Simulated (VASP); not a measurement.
# GaSb: single point with r2SCAN

Crystal: GaSb.

```xyz
2
Lattice="-2.7534 2.7534 1.5907 2.7534 -2.7534 1.5907 2.7534 2.7534 -1.5907" Properties=species:S:1:pos:R:3 pbc="T T T"
Sb    0.0000    0.0000    0.0000
Ga    0.0000    2.7534    0.7954
```

| Property | Result |
| --- | --- |
| Program | VASP 6.6.1 |
| Task | single point |
| Functional | r2SCAN |
| Potentials or basis | VASP PAW PBE potentials, release 64 (Sb, Ga_d) |
| Cutoff | 520 eV |
| k mesh | 10 × 10 × 10 |
| Occupations | fermi-dirac, width 0.05 eV |
| Spin | no spin polarisation |
| Dipole correction | no |
| Further INCAR settings | ALGO = Normal; EDIFF = 1e-06; NBANDS = 16 |

The pressure is -1.5 GPa and the band gap on the k mesh is zero (bands 9 and 10 overlap by 4.68 eV).

Levels at points of the mesh, in eV from the Fermi level:
| k point | band 5 | band 6 | band 7 | band 8 | band 9 | band 10 | band 11 | band 12 | band 13 | band 14 |
| --- | --- | --- | --- | --- | --- | --- | --- | --- | --- | --- |
| (0.00, 0.00, 0.00) | -15.34 | -12.48 | -2.89 | -2.02 | -2.02 | 3.86 | 5.27 | 7.48 | 7.48 | 7.84 |
| (0.50, 0.00, 0.00) | -15.32 | -8.62 | -5.85 | -2.54 | -1.62 | -1.15 | 2.72 | 3.49 | 5.45 | 8.60 |
| (0.50, 0.50, 0.00) | -15.33 | -10.92 | -8.38 | -0.07 | 1.84 | 2.39 | 2.69 | 4.85 | 6.98 | 8.84 |
| (0.50, 0.50, 0.50) | -15.33 | -9.70 | -6.15 | -5.17 | -5.17 | 3.64 | 5.24 | 10.98 | 10.98 | 13.16 |

Wall time 94 s on 1 thread of Intel(R) Xeon(R) 6975P-C (Granite Rapids), with other jobs on the host, peak memory 0.24 GiB.

Caveat: the PAW data sets were made with another functional, which shifts forces and pressure a little; spin-orbit coupling is left out, which moves the levels of the heavy elements.
